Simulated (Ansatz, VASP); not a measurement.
One calculation of TiAl, two programs

Contents of INCAR:

```
SYSTEM = TiAl
PREC = Accurate ; ENCUT = 520
EDIFF = 1E-6 ; ISMEAR = 0
SIGMA = 0.15 ; LREAL = .False.
LASPH = .True. ; NELM = 100
ALGO = Fast ; ISIF = 2
LWAVE = .False. ; LCHARG = .False.
GGA = PS ; NBANDS = 14
```

KPOINTS

```
Automatic mesh
0
Gamma
  14 14 14
  0 0 0
```

Contents of POSCAR:

```
TiAl
1.0
    3.2722149480      0.0000000000      0.0000000000
    0.0000000000      3.5035773052      0.0000000000
    0.0000000000      0.0000000000      3.1563759506
Ti Al
1 1
Direct
    0.0000000000      0.0000000000      0.0000000000
    0.5000000000      0.5000000000      0.5000000000
```

Input for Ansatz:

```yaml
crystal:
  lattice:
    - [3.272214948, 0.0, 0.0]
    - [0.0, 3.5035773052, 0.0]
    - [0.0, 0.0, 3.1563759506]
  atoms:
    - { symbol: Ti, position: [0.0, 0.0, 0.0] }
    - { symbol: Al, position: [0.5, 0.5, 0.5] }
basis:
  ecutwfc: 520.0
kpoints:
  mp_grid: { grid: [14, 14, 14] }
hamiltonian:
  xc: pbesol
scf:
  occupations: { method: gaussian, width: 0.15 }
output:
  forces: true
  stress: true
  eigenvalues: true
```

Change from the starting cell: normal strain along x +0.0367, normal strain along y +0.1100.

Alike in both runs: task single point; functional PBEsol; k mesh 14 × 14 × 14; occupations gaussian, width 0.15 eV; no spin polarisation.

|  | VASP | Ansatz |
| --- | --- | --- |
| version | VASP 6.6.1 | Ansatz 0.2.0 |
| potentials or method | VASP PAW PBE potentials, release 64 (Ti_sv, Al), cutoff 520 eV | scalar-relativistic, plane waves, PAW |
| valence electrons in the cell | 15 | 15 |

|  | VASP | Ansatz | Ansatz less VASP |
| --- | --- | --- | --- |
| gap on the k mesh at the Fermi level (eV) | none | none | - |
| pressure (GPa) | -12.4 | -12.4 | -0.03 |
| traceless stress, the component that is largest in VASP (GPa) | 3.69 | 3.70 | +0.007 |

VASP's potentials were made for PBE, not for PBEsol. A gap of «none» marks a metal or a gap that the smearing closes.
